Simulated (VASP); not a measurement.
Set up this calculation in VASP 6.6.1, as the native input.

```yaml
Task: single point
Functional: PBE
Potentials_or_basis: VASP PAW PBE potentials, release 64 (Ba_sv, Ti_sv, O)
Cutoff: 520 eV
k_mesh: 8 × 8 × 8
Occupations: gaussian, width 0.05 eV
Spin: no spin polarisation
Hubbard_terms: Ti d U = 4.0 eV
Dipole_correction: no
Further_INCAR_settings: ALGO = Normal; EDIFF = 1e-07; NBANDS = 28
```

The structure of BaTiO3 lies in POSCAR:

```
BaTiO3
1.0
    3.9281302568      0.0000000000      0.0000000000
    0.0000000000      3.9281302568      0.0000000000
    0.0000000000      0.0000000000      3.9281302568
Ba Ti O
1 1 3
Direct
    0.5002289314      0.5000000000      0.5000000000
    0.0084728830      0.0000000000      0.0000000000
    0.4862243621      0.0000000000      0.0000000000
   -0.0067695954      0.5000000000      0.0000000000
   -0.0067695954      0.0000000000      0.5000000000
```

This cell differs from its parent crystal: atoms displaced along a vibrational mode, the cell strained.

One way to write it, as run:

INCAR

```
PREC = Accurate
ENCUT = 520
EDIFF = 1E-7
ISMEAR = 0
SIGMA = 0.05
LREAL = False
LASPH = True
NELM = 150
ALGO = Normal
ISIF = 2
LWAVE = False
LCHARG = True
LMAXMIX = 4
LDAU = True
LDAUTYPE = 2
LDAUL = -1 2 -1
LDAUU = 0 4 0
LDAUJ = 0 0 0
LDAUPRINT = 1
GGA = PE
LELF = True
LVHAR = True
NBANDS = 28
```

KPOINTS

```
regular mesh
0
Gamma
  8 8 8
```

Potentials or basis: VASP PAW PBE potentials, release 64 (Ba_sv, Ti_sv, O).

Launch:

```console
$ cat potpaw_PBE.64/Ba_sv/POTCAR potpaw_PBE.64/Ti_sv/POTCAR potpaw_PBE.64/O/POTCAR > POTCAR
$ mpirun -np 1 vasp_std > vasp.out
```

Results of the run:

| Property | Result |
| --- | --- |
| Pressure | 19.7 GPa |
| Largest force | 0.725 eV/Å |
| Band gap on the k mesh | 2.37 eV (least direct gap 2.57 eV) |

Caveat: the cell differs from its parent crystal (atoms displaced along a vibrational mode, the cell strained); the cell stands under pressure; spin-orbit coupling is left out, which moves the levels of the heavy elements.

Run time: 120 s on 1 thread of Intel(R) Xeon(R) Platinum 8259CL CPU @ 2.50GHz (Skylake/Cascade Lake), with other jobs on the host, peak memory 0.26 GiB.
